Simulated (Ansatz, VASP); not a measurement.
# Two plane-wave programs on WS

Contents of INCAR:

```
SYSTEM = WS
ALGO     = Normal         ! electronic algorithm
EDIFF    = 1E-6           ! SCF threshold, eV
EDIFFG   = -0.01          ! ionic threshold
ENCUT    = 600            ! plane-wave cutoff, eV
GGA      = PS             ! functional
IBRION   = 2              ! ionic algorithm
ISIF     = 3              ! what is computed and relaxed
ISMEAR   = -1             ! smearing method
IVDW     = 13             ! dispersion correction
LASPH    = .TRUE.         ! aspherical terms in the spheres
LCHARG   = .FALSE.        ! write CHGCAR
LREAL    = .FALSE.        ! projectors in reciprocal space
LWAVE    = .FALSE.        ! write WAVECAR
NELM     = 60             ! most SCF steps
NSW      = 60             ! ionic steps
PREC     = Accurate       ! precision mode
SIGMA    = 0.05           ! smearing width, eV
```

The input KPOINTS:

```
k-points
0
G
  9 9 9
  0 0 0
```

POSCAR

```
WS
1.0
    3.0078900000      0.0000000000      0.0000000000
    0.0000000000      3.0078900000      0.0000000000
    0.0000000000      0.0000000000      3.0078900000
W S
1 1
Direct
    0.5000000000      0.5000000000      0.5000000000
    0.0000000000      0.0000000000      0.0000000000
```

The input input.yaml:

```yaml
crystal:
  lattice:
    - [3.00789, 0.0, 0.0]
    - [0.0, 3.00789, 0.0]
    - [0.0, 0.0, 3.00789]
  atoms:
    - { symbol: W, position: [0.5, 0.5, 0.5] }
    - { symbol: S, position: [0.0, 0.0, 0.0] }
hamiltonian:
  xc: pbesol
  pseudopotentials: { kind: paw }
  dispersion: d4
kpoints:
  mp_grid: { grid: [9, 9, 9] }
scf:
  occupations: { method: fermi_dirac, width: 0.05 }
output:
  forces: true
  stress: true
  eigenvalues: true
relax:
  f_tol: 0.01
  max_steps: 40
  cell: { stress_tol: 0.05 }
```

Alike in both runs: task relaxation of cell and atoms; functional PBEsol; dispersion D4; k mesh 9 × 9 × 9; occupations fermi-dirac, width 0.05 eV; no spin polarisation.

|  | VASP | Ansatz |
| --- | --- | --- |
| version | VASP 6.6.1 | Ansatz 0.2.0 |
| potentials or method | VASP PAW PBE potentials, release 64 (W_sv, S) | Ansatz PAW |
| plane-wave cutoff (eV) | 600 | 420 |
| valence electrons in the cell | 20 | 20 |

VASP gave:

| Item | Value |
| --- | --- |
| gap on the k mesh at the Fermi level, each at its own relaxed structure (eV) | none |
| relaxed volume (Å³/atom) | 13.04 |
| relaxed cell length with the largest relative difference (Å) | 2.966 |

Task: What did Ansatz give for the same quantities?

Result: gap on the k mesh at the Fermi level, each at its own relaxed structure (eV): none; relaxed volume (Å³/atom): 13.00; relaxed cell length with the largest relative difference (Å): 2.963.

VASP's potentials were made for PBE, not for PBEsol. A gap of «none» marks a metal or a gap that the smearing closes.

Spin-orbit coupling is off throughout. Noted on Ansatz's run: the plane-wave basis is chosen anew once the cell has moved, so the energies of steps on either side of that aren't comparable.
